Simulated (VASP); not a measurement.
Runs of VASP 6.6.1 on Sr. The structure is that of space group P6_3/mmc (No. 194), or close to it. The cells are those of the table. This isn't the form of Sr at room conditions, which is fcc.

```csv
cell,further INCAR settings,gap on the mesh (eV),pressure (GPa)
"a = 4.439, b = 4.439, c = 7.261 Å, angles 90.0, 90.0, 120.0°, 2 atoms",ALGO = Fast; EDIFF = 1e-06; NBANDS = 17,none,(a)
"a = 4.245, b = 4.245, c = 6.944 Å, angles 90.0, 90.0, 120.0°, 2 atoms",ALGO = Fast; EDIFF = 1e-06; NBANDS = 17,none,-0.4
"a = 4.245, b = 4.245, c = 6.838 Å, angles 90.0, 90.0, 120.0°, 2 atoms",ALGO = Fast; EDIFF = 1e-06; NBANDS = 17,none,-0.2
"a = 4.181, b = 4.181, c = 7.156 Å, angles 90.0, 90.0, 120.0°, 2 atoms",ALGO = Fast; EDIFF = 1e-07; NBANDS = 17,none,-0.4
"a = 4.181, b = 4.181, c = 6.838 Å, angles 90.0, 90.0, 120.0°, 2 atoms",ALGO = Fast; EDIFF = 1e-06; NBANDS = 17,none,0.2
"a = 4.181, b = 4.181, c = 7.050 Å, angles 90.0, 90.0, 120.0°, 2 atoms",ALGO = Fast; EDIFF = 1e-07; NBANDS = 17,none,-0.2
"a = 4.181, b = 4.181, c = 7.261 Å, angles 90.0, 90.0, 120.0°, 2 atoms",ALGO = Fast; EDIFF = 1e-07; NBANDS = 17,none,-0.5
"a = 4.181, b = 4.181, c = 6.944 Å, angles 90.0, 90.0, 120.0°, 2 atoms",ALGO = Fast; EDIFF = 1e-06; NBANDS = 17,none,0.0
```

Alike in all rows: task single point; level PBEsol; potentials or basis VASP PAW PBE potentials, release 64 (Sr_sv); no spin polarisation; k mesh 15 × 15 × 8; cutoff (eV) 520; smearing gaussian 0.15 eV.

Fill in the values left out.

(a) -1.6.

Caveats: the PAW data sets were made with another functional, which shifts forces and pressure a little.

A k mesh can miss the band edges, and the runs leave out spin-orbit coupling on Sr.

A gap of «none» marks levels without a gap at the run's occupations.
